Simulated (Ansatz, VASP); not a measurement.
## One calculation of V, two programs

```
V
1.0
     0.00000    1.68834    2.38731
     1.68834    0.00000    2.38731
     1.68834    1.68834    0.00000
V
1
Direct
  0.00000 0.00000 0.00000
```

Alike in both runs: task single point; functional PBE; k mesh 24 × 24 × 24; occupations gaussian, width 0.15 eV; no spin polarisation.

```csv
,VASP,Ansatz
version,VASP 6.6.1,Ansatz 0.2.0
potentials or method,"VASP PAW PBE potentials, release 64 (V_sv), cutoff 520 eV","scalar-relativistic, plane waves, PAW"
valence electrons in the cell,13,13
```

```csv
,VASP,Ansatz,Ansatz less VASP
gap on the k mesh at the Fermi level (eV),none,none,-
pressure (GPa),1.1,0.7,-0.44
"traceless stress, the component that is largest in VASP (GPa)",-13.51,-13.34,+0.175
```

A gap of «none» marks a metal or a gap that the smearing closes.
